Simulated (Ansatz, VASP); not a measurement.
**Pb2S2Br: VASP beside Ansatz**

```
CELL_PARAMETERS angstrom
0.00000 4.29647 0.00000
4.29647 0.00000 0.00000
2.14824 2.14824 -7.14247
ATOMIC_POSITIONS crystal
Pb 0.15000 0.15000 0.70000
Pb 0.85000 0.85000 0.30000
S 0.75000 0.25000 0.50000
S 0.25000 0.75000 0.50000
Br 0.50000 0.50000 0.00000
```

Alike in both runs: task single point; functional BLYP; k mesh 5 × 5 × 5; no spin polarisation.

|  | VASP | Ansatz |
| --- | --- | --- |
| version | VASP 6.6.1 | Ansatz 0.2.0 |
| potentials or method | VASP PAW PBE potentials, release 64 (Pb_d, S, Br), cutoff 520 eV | PAW plane waves |
| occupations | methfessel-paxton of order 1, width 0.028 eV | cold, width 0.028 eV |
| valence electrons in the cell | 47 | 47 |

VASP gave:

```
gap on the k mesh at the Fermi level (eV)                     : none
pressure (GPa)                                                : 17.7
traceless stress, the component that is largest in VASP (GPa) : -4.27
rms of the force components (eV/Å)                            : 1.403
```

Task: Estimate Ansatz's values.

Result: gap on the k mesh at the Fermi level (eV): none; pressure (GPa): 17.7; traceless stress, the component that is largest in VASP (GPa): -4.10; rms of the force components (eV/Å): 1.416.

VASP's potentials were made for PBE, not for BLYP. Atom by atom the forces differ by 0.013 eV/Å (rms over components). A gap of «none» marks a metal or a gap that the smearing closes.

Spin-orbit coupling is off throughout.
